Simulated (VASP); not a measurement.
BaZrO3, 5 atoms in the cell. It takes space group Pm-3m (No. 221, cubic). The conventional cell has a = 4.191 Å, b = 4.191 Å, c = 4.191 Å, α = 90.00°, β = 90.00°, γ = 90.00°. Within 3.9 Å of Ba (site symmetry m-3m) lie 12 O at 2.96 Å and 8 Zr at 3.63 Å. Zr (site symmetry m-3m) has 6 O at 2.10 Å within 2.8 Å. Within 2.8 Å of O (site symmetry 4/mmm) lie 2 Zr at 2.10 Å. 

- Program: VASP 6.6.1
- Task: density of states
- Functional: PBE
- Potentials or basis: VASP PAW PBE potentials, release 64 (Ba_sv, Zr_sv, O)
- Cutoff: 520 eV
- k mesh: 4 × 4 × 4
- Occupations: gaussian, width 0.01 eV
- Spin: no spin polarisation
- Dipole correction: no
- k mesh for the DOS: 6 × 6 × 6
- Occupations for the DOS: tetrahedron
- Further INCAR settings: ALGO = Normal; EDIFF = 1e-06

Potentials or basis: VASP PAW PBE potentials, release 64 (Ba_sv, Zr_sv, O).

Launch:

```console
$ cat potpaw_PBE.64/Ba_sv/POTCAR potpaw_PBE.64/Zr_sv/POTCAR potpaw_PBE.64/O/POTCAR > POTCAR
$ cp INCAR.step1 INCAR
$ cp KPOINTS.step1 KPOINTS
$ mpirun -np 1 vasp_std > vasp.out
$ cp INCAR.step2 INCAR
$ cp KPOINTS.step2 KPOINTS
$ mpirun -np 1 vasp_std > vasp.out
```

Hardware: 1 thread of AMD EPYC 7R13 Processor (Zen 3) (shared host).

Question: Estimate the wall time of this run.

Answer: Wall time 36 s on 1 thread of AMD EPYC 7R13 Processor (Zen 3), with other jobs on the host, peak memory 0.16 GiB. Counts: k points 20.
